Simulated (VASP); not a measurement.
Set up this calculation in VASP 6.6.1, as the native input.

* Task: relaxation of cell and atoms
* Functional: PBE
* Potentials or basis: VASP PAW PBE potentials, release 64 (Bi_d)
* Cutoff: 600 eV
* k mesh: 4 × 4 × 4
* Occupations: gaussian, width 0.1 eV
* Spin: no spin polarisation
* Dipole correction: no
* Further INCAR settings: ALGO = Normal; EDIFF = 1e-06; IBRION = 2; EDIFFG = -0.04; NSW = 90; ISIF = 3

The structure of Bi lies in POSCAR:

```
Bi
1.0
    4.4540815817     -2.4943950891      0.0000000000
    4.4540815817      2.4943950891      0.0000000000
   -0.1372274964      0.0000000000      4.1629531063
Bi
3
Direct
    0.6760000000      0.6760000000      0.6750000000
    0.3240000000      0.3240000000      0.3250000000
    0.0000000000      0.0000000000      0.0000000000
```

One way to write it, as run:

INCAR

```
SYSTEM = Bi
ALGO = Normal ; EDIFF = 1E-6
EDIFFG = -0.04 ; ENCUT = 600
GGA = PE ; IBRION = 2
ISIF = 3 ; ISMEAR = 0
LASPH = .True. ; LCHARG = .False.
LREAL = .False. ; LWAVE = .False.
NELM = 100 ; NSW = 90
PREC = Accurate ; SIGMA = 0.1
```

KPOINTS

```
k-points
0
Gamma
  4 4 4
  0 0 0
```

Potentials or basis: VASP PAW PBE potentials, release 64 (Bi_d).

Run with:

```bash
$ cat potpaw_PBE.64/Bi_d/POTCAR > POTCAR
$ mpirun -np 1 vasp_std > vasp.out
```

It gave:

- Relaxed volume: 35.09 Å³/atom
- Relaxed cell: a = 4.750 Å, b = 4.750 Å, c = 5.390 Å, α = 90.04°, β = 90.04°, γ = 59.96°
- Space group after relaxing (to 0.1 Å): R-3m (No. 166)
- Energy gained by relaxing: 182.2 meV/atom
- Ionic steps: 14
- Pressure after relaxing: -0.1 GPa
- Largest force after relaxing: 0.012 eV/Å
- Band gap on the k mesh: zero (an odd number of electrons rules out a gap without spin polarisation)

Caveat: the k points lie up to 0.38 Å⁻¹ apart in the final cell, too coarse for converged energies and pressures of a metal; a cell axis changed by over 15 % at a fixed basis, so the end point is rough; spin-orbit coupling is left out, which moves the levels of the heavy elements.

It took 6.5 min on 1 thread of AMD EPYC 9R14 (Zen 4), on a shared host, peak memory 0.25 GiB.
